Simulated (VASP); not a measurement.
Input of a VASP 6.6.1 run:

File INCAR:

```
PREC = Accurate ; ENCUT = 600
EDIFF = 1E-6 ; ISMEAR = 0
SIGMA = 0.05 ; LREAL = F
LASPH = T ; NELM = 100
ALGO = Normal ; ISIF = 3
LWAVE = F ; LCHARG = F
GGA = PE ; IBRION = 2
NSW = 80 ; EDIFFG = -0.03
```

Contents of KPOINTS:

```
regular mesh
0
Gamma
  6 6 4
```

The input POSCAR:

```
La
1.0
    3.7509925602      0.0000000000      0.0000000000
   -1.8754962801      3.2484548466      0.0000000000
    0.0000000000      0.0000000000      6.1266211817
La
2
Direct
    0.3333333333      0.6666666667      0.7500000000
    0.6666666667      0.3333333333      0.2500000000
```

Potentials or basis: VASP PAW PBE potentials, release 64 (La).

Launch:

```console
$ cat potpaw_PBE.64/La/POTCAR > POTCAR
$ mpirun -np 1 vasp_std > vasp.out
```

**Question.** Predict the band gap on the k mesh.

**Answer.** Zero (bands 11 and 12 overlap by 1.46 eV).

**Question.** What does it give for the space group after relaxing (to 0.1 Å)?

**Answer.** P6_3/mmc (No. 194).

**Question.** Estimate the relaxed volume.

**Answer.** 37.72 Å³/atom.

**Question.** Predict the relaxed cell.

**Answer.** a = 3.764 Å, b = 3.764 Å, c = 6.150 Å, α = 90.00°, β = 90.00°, γ = 120.00°.

The path:
```tsv
step	energy change (eV)	largest force (eV/Å)	pressure (GPa)	volume (Å³)
1	0.0000	0.0000	0.31	74.65
2	-0.0008	0.0000	0.02	75.44
```

Caveat: spin-orbit coupling is left out, which moves the levels of the heavy elements.
